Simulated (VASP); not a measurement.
# Ba (P4/mmm) in VASP: a series of runs, part 2 of 2

VASP 6.6.1. Earlier steps stand in the parts before.

## 3. Single point, LDA

This run uses another cell than the first one, of 55.77 Å³/atom, 1.035 times its volume.

INCAR

```
SYSTEM = Ba
PREC = Accurate ; ENCUT = 520
EDIFF = 1E-6 ; ISMEAR = -1
SIGMA = 0.1 ; LREAL = .FALSE.
LASPH = .TRUE. ; NELM = 80
ALGO = Normal ; ISIF = 2
LWAVE = .FALSE. ; LCHARG = .FALSE.
GGA = CA ; NBANDS = 11
```

KPOINTS

```
regular mesh
0
G
  9 9 10
  0 0 0
```

POSCAR

```
Ba
1.0
    3.9329891667      0.0000000000      0.0000000000
    0.0000000000      3.9329891667      0.0000000000
    0.0000000000      0.0000000000      3.6055390000
Ba
1
Direct
    0.5000000000      0.5000000000      0.5000000000
```

Potentials or basis: VASP PAW LDA potentials, release 64 (Ba_sv).

The run is started by

```
cat potpaw_LDA.64/Ba_sv/POTCAR > POTCAR
mpirun -np 1 vasp_std > vasp.out
```

OUTCAR:

```text
SYSTEM = Ba
   PREC = Accurate
   ENCUT = 520
   EDIFF = 1E-6
   ISMEAR = -1
   LREAL = .FALSE.
   LASPH = .TRUE.
   NELM = 80
   ISIF = 2
   GGA = CA

 ion  position               nearest neighbor table
   1  0.500  0.500  0.500-

  LATTYP: Found a simple tetragonal cell.
 ALAT       =     3.9329891667
 C/A-ratio  =     0.9167426726

  Lattice vectors:

 A1 = (   3.9329891667,   0.0000000000,   0.0000000000)
 A2 = (   0.0000000000,   3.9329891667,   0.0000000000)
 A3 = (   0.0000000000,   0.0000000000,   3.6055390000)

Analysis of symmetry for initial positions (statically):
=====================================================================
 Subroutine PRICEL returns:
 Original cell was already a primitive cell.

 Routine SETGRP: Setting up the symmetry group for a
 simple tetragonal supercell.

 Subroutine GETGRP returns: Found 16 space group operations
 (whereof 16 operations were pure point group operations)
 out of a pool of 16 trial point group operations.

The static configuration has the point symmetry D_4h.

Analysis of symmetry for dynamics (positions and initial velocities):
=====================================================================
 Subroutine PRICEL returns:
 Original cell was already a primitive cell.

 Routine SETGRP: Setting up the symmetry group for a
 simple tetragonal supercell.

 Subroutine GETGRP returns: Found 16 space group operations
 (whereof 16 operations were pure point group operations)
 out of a pool of 16 trial point group operations.

The dynamic configuration has the point symmetry D_4h.

 Subroutine INISYM returns: Found 16 space group operations
 (whereof 16 operations are pure point group operations),
 and found     1 'primitive' translations

----------------------------------------------------------------------------------------

                                     Primitive cell

  volume of cell :      55.7719

  direct lattice vectors                    reciprocal lattice vectors
     3.932989167  0.000000000  0.000000000     0.254259536  0.000000000  0.000000000
     0.000000000  3.932989167  0.000000000     0.000000000  0.254259536  0.000000000
     0.000000000  0.000000000  3.605539000     0.000000000  0.000000000  0.277351042

  length of vectors
     3.932989167  3.932989167  3.605539000     0.254259536  0.254259536  0.277351042

  position of ions in fractional coordinates (direct lattice)
     0.500000000  0.500000000  0.500000000

  ion indices of the primitive-cell ions
   primitive index   ion index
                 1           1

----------------------------------------------------------------------------------------

 KPOINTS: regular mesh

Automatic generation of k-mesh.
 Grid dimensions read from file:
 generate k-points for:    9    9   10

 Generating k-lattice:

  Cartesian coordinates                     Fractional coordinates (reciprocal lattice)
     0.028251060  0.000000000  0.000000000     0.111111111  0.000000000  0.000000000
     0.000000000  0.028251060  0.000000000     0.000000000  0.111111111  0.000000000
     0.000000000  0.000000000  0.027735104     0.000000000  0.000000000  0.100000000

  Length of vectors
     0.028251060  0.028251060  0.027735104

  Shift w.r.t. Gamma in fractional coordinates (k-lattice)
     0.000000000  0.000000000  0.000000000

 Subroutine IBZKPT returns following result:
 ===========================================

 Found     90 irreducible k-points:

 Following reciprocal coordinates:
            Coordinates               Weight
  0.000000  0.000000  0.000000      1.000000
  0.111111  0.000000  0.000000      4.000000
  0.222222  0.000000  0.000000      4.000000
  0.333333  0.000000  0.000000      4.000000
  0.444444  0.000000  0.000000      4.000000
  0.111111  0.111111  0.000000      4.000000
[... 16 lines left out ...]
  0.333333  0.111111  0.100000     16.000000
  0.444444  0.111111  0.100000     16.000000
 [... further k-points ...]
   k-points           NKPTS =     90   k-points in BZ     NKDIM =     90   number of bands    NBANDS=     11
   number of dos      NEDOS =    301   number of ions     NIONS =      1
   total plane-waves  NPLWV =  25200
   dimension x,y,z NGX =    30 NGY =   30 NGZ =   28
   dimension x,y,z NGXF=    60 NGYF=   60 NGZF=   56
   ions per type =               1
   NGX,Y,Z   is equivalent  to a cutoff of  12.68, 12.68, 12.91 a.u.
   NGXF,Y,Z  is equivalent  to a cutoff of  25.36, 25.36, 25.82 a.u.
 SYSTEM =  Ba
   PREC   = accura    normal or accurate (medium, high low for compatibility)
   ISTART =      0    job   : 0-new  1-cont  2-samecut
   ICHARG =      2    charge: 1-file 2-atom 10-const
   ISPIN  =      1    spin polarized calculation?
   LNONCOLLINEAR =      F non collinear calculations
   LSORBIT =      F    spin-orbit coupling
   LASPH  =      T    aspherical Exc in radial PAW
   ENCUT  =  520.0 eV  38.22 Ry    6.18 a.u.   7.31  7.31  6.70*2*pi/ulx,y,z
   NELM   =     80;   NELMIN=  2; NELMDL= -5     # of ELM steps
   EDIFF  = 0.1E-05   stopping-criterion for ELM
   LREAL  =      F    real-space projection
   EDIFFG = 0.1E-04   stopping-criterion for IOM
   NSW    =      0    number of steps for IOM
   IBRION =     -1    ionic relax: 0-MD 1-quasi-New 2-CG
   NFREE  =      0    steps in history (QN), initial steepest desc. (CG)
   ISIF   =      2    stress and relaxation
   ISYM   =      2    0-nonsym 1-usesym 2-fastsym
   POTIM  = 0.5000    time-step for ionic-motion
   TEBEG  =    0.0;   TEEND  =   0.0 temperature during run
   PSTRESS=    0.0 pullay stress
   NELECT =      10.0000    total number of electrons
   NUPDOWN=      -1.0000    fix difference up-down
   EMIN   =  10.00;   EMAX   =-10.00  energy-range for DOS
   EFERMI =   0.00;   METHOD = LEGACY
   ISMEAR =    -1;   SIGMA  =   0.10  broadening in eV -4-tet -1-fermi 0-gaus
   EFERMI_NEDOS =   21; number of points for ismear=-14 and -15
   IALGO  =     38    algorithm
   IMIX   =      4    mixing-type and parameters
     AMIX     =   0.40;   BMIX     =  1.00
     AMIX_MAG =   1.60;   BMIX_MAG =  1.00
  volume/ion in A,a.u.               =      55.77       376.37
  Fermi-wavevector in a.u.,A,eV,Ry     =   0.923144  1.744490 11.594823  0.852195
  Thomas-Fermi vector in A             =   2.048749
   LORBIT       =      0    0 simple, 1 ext, 2 COOP (PROOUT), +10 PAW based schemes
   GGA     = CA    functional components
   LHFCALC =     F    Hartree Fock is set to
   AEXX    =    0.0000 exact exchange contribution
   IVDW    =     0    specifies the selected vdW correction
   LEPSILON=     F    determine dielectric tensor
   LRPA    =     F    only Hartree local field effects (RPA)
 non-spin polarized calculation
  energy-cutoff  :      520.00
  volume of cell :       55.77
 maximum number of plane-waves:      1534
 NGX is ok and might be reduce to    30
   NGX = 15   NGY = 15   NGZ = 13

 number of electron      10.0000001 magnetization

 Free energy of the ion-electron system (eV)
  ---------------------------------------------------
  ext. energy  EPLUGINS =         0.00000000
  ---------------------------------------------------
  free energy    TOTEN  =        -1.94310464 eV

  energy without entropy =       -1.89932101  energy(sigma->0) =       -1.92121283

 E-fermi :   1.7391     XC(G=0):  -7.9943

 val. band max:        1.7258945809   @ k =   0.0000   0.0000   0.1000
 cond. band min:       1.7706518500   @ k =   0.1111   0.1111   0.0000
 fundamental gap:      0.0447572691
 Fermi energy:         1.7390676007

 k-point     1 :       0.0000    0.0000    0.0000
  band No.  band energies     occupation
      1     -27.1999      2.00000
      2     -12.0207      2.00000
      3     -12.0207      2.00000
      4     -11.6939      2.00000
      5      -0.8216      2.00000
      6       1.6190      1.53738
      7       1.6558      1.39400
      8       6.6971      0.00000
      9       7.4302      0.00000
     10       7.4302      0.00000
     11       9.4926      0.00000

 k-point     2 :       0.1111    0.0000    0.0000
  band No.  band energies     occupation
      1     -27.1925      2.00000
      2     -12.1200      2.00000
      3     -12.0123      2.00000
      4     -11.6865      2.00000
      5      -0.6278      2.00000
      6       1.6749      1.31020
      7       1.8419      0.52681
      8       6.2178      0.00000
      9       7.0473      0.00000
     10       7.4563      0.00000
     11       8.8239      0.00000
[... 295 lines left out ...]
 k-point    24 :       0.4444    0.1111    0.1000
  band No.  band energies     occupation
      1     -27.1155      2.00000
      2     -12.7389      2.00000
      3     -12.0285      2.00000
      4     -11.7795      2.00000
      5       1.3551      1.95791
      6       2.3760      0.00342
      7       2.5156      0.00085
      8       4.2052      0.00000
      9       5.6232      0.00000
     10       6.7524      0.00000
     11       8.5671      0.00000

 [... further k-points ...]
[... 5 lines left out ...]
  --------------------------------------------------------------------------------------
  -------------------------------------------------------------------------------------
  Total       -0.4990238     -0.4990238      0.5087985      0.0000000      0.0000000      0.0000000
  in kB      -14.3356079    -14.3356079     14.6164105      0.0000000      0.0000000      0.0000000
  external PRESSURE =      -4.6849351 kB  Pullay stress =       0.0000000 kB

 VOLUME and BASIS-vectors are now :
 -----------------------------------------------------------------------------
  energy-cutoff  :      520.00
  volume of cell :       55.77
      direct lattice vectors                 reciprocal lattice vectors
     3.932989167  0.000000000  0.000000000     0.254259536  0.000000000  0.000000000
     0.000000000  3.932989167  0.000000000     0.000000000  0.254259536  0.000000000
     0.000000000  0.000000000  3.605539000     0.000000000  0.000000000  0.277351042

 POSITION                                       TOTAL-FORCE (eV/Angst)
 -----------------------------------------------------------------------------------
      1.96649      1.96649      1.80277         0.000000      0.000000      0.000000
 -----------------------------------------------------------------------------------
    total drift:                                0.000000      0.000000     -0.000000

  FREE ENERGIE OF THE ION-ELECTRON SYSTEM (eV)
  ---------------------------------------------------
  free  energy   TOTEN  =        -1.9431046442 eV

  energy  without entropy=       -1.8993210092  energy(sigma->0) =       -1.92121283
```

OSZICAR:

```text
N       E                     dE             d eps       ncg     rms          rms(c)
DAV:   1     0.577639473205E+02    0.57764E+02   -0.44333E+03  1980   0.744E+02
DAV:   2     0.115462756600E+01   -0.56609E+02   -0.55277E+02  2407   0.143E+02
DAV:   3    -0.182243913291E+01   -0.29771E+01   -0.29585E+01  2593   0.366E+01
DAV:   4    -0.196381867095E+01   -0.14138E+00   -0.14108E+00  2795   0.501E+00
DAV:   5    -0.196491861558E+01   -0.10999E-02   -0.10999E-02  2598   0.454E-01    0.231E+00
DAV:   6    -0.195010917853E+01    0.14809E-01   -0.14189E-02  2693   0.800E-01    0.133E+00
DAV:   7    -0.194316890684E+01    0.69403E-02   -0.19219E-02  2946   0.967E-01    0.779E-02
DAV:   8    -0.194309989791E+01    0.69009E-04   -0.39886E-04  2376   0.106E-01    0.216E-02
DAV:   9    -0.194310582484E+01   -0.59269E-05   -0.21246E-05  3098   0.242E-02    0.874E-03
DAV:  10    -0.194310461722E+01    0.12076E-05   -0.31713E-06  1985   0.948E-03    0.122E-03
DAV:  11    -0.194310464418E+01   -0.26952E-07   -0.16465E-07  1257   0.281E-03
   1 F= -.19431046E+01 E0= -.19212128E+01  d E =-.437836E-01
```

stdout:

```text
POSCAR found type information on POSCAR Ba
 POSCAR found :  1 types and       1 ions
 scaLAPACK will be used
 LDA part: xc-table for (Slater(with rela. corr.)+CA(PZ))
 , standard interpolation
 POSCAR, INCAR and KPOINTS ok, starting setup
 FFT: planning ... GRIDC
 FFT: planning ... GRID_SOFT
 FFT: planning ... GRID
 WAVECAR not read
 entering main loop
```

Run time: 35 s. Hardware: 1 thread of Intel Xeon Platinum 8375C at 2.90GHz (Ice Lake), shared host; peak memory 0.18 GiB.

What came out:

```yaml
Free_energy: -1.9431 eV
Pressure: -0.5 GPa
Band_gap_on_the_k_mesh: zero (band 5 reaches 1.86 eV, above the bottom of band 6 at 1.46 eV)
```

Caveat: spin-orbit coupling is left out, which moves the levels of the heavy elements.
